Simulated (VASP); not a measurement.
A run of VASP 6.6.1 is set up as follows.

File POSCAR:

```
MoS
1.0
    2.9706444822      0.0000000000      0.0000000000
    0.0000000000      2.9706444822      0.0000000000
    0.0000000000      0.0000000000      2.9706444822
Mo S
1 1
Direct
    0.0000000000      0.0000000000      0.0000000000
    0.5000000000      0.5000000000      0.5000000000
```

INCAR.step1

```
SYSTEM = MoS
PREC = Accurate
ENCUT = 520
ISMEAR = 0
SIGMA = 0.1
LREAL = .False.
LASPH = .True.
NELM = 60
NBANDS = 17
GGA = PE
ALGO = Normal
EDIFF = 1E-4
LWAVE = .True.
LCHARG = .False.
```

The input INCAR.step2:

```
SYSTEM = MoS
PREC = Accurate
ENCUT = 520
EDIFF = 1E-7
ISMEAR = 0
SIGMA = 0.1
LREAL = .False.
LASPH = .True.
NELM = 60
ALGO = Normal
ISIF = 2
LWAVE = .False.
LCHARG = .False.
METAGGA = R2SCAN
LMIXTAU = .True.
NBANDS = 17
ISTART = 1
```

KPOINTS

```
regular mesh
0
Gamma
  14 14 14
  0 0 0
```

Potentials or basis: VASP PAW PBE potentials, release 64 (Mo_sv, S).

Run with:

```console
$ cat potpaw_PBE.64/Mo_sv/POTCAR potpaw_PBE.64/S/POTCAR > POTCAR
$ cp INCAR.step1 INCAR
$ mpirun -np 1 vasp_std > vasp.out
$ cp INCAR.step2 INCAR
$ mpirun -np 1 vasp_std > vasp.out
```

Question: Predict the band gap on the k mesh.

Answer: Zero (bands 10 and 11 overlap by 4.36 eV).

Question: Estimate the pressure.

Answer: 7.4 GPa.

Caveat: the cell stands under pressure; the PAW data sets were made with another functional, which shifts forces and pressure a little.
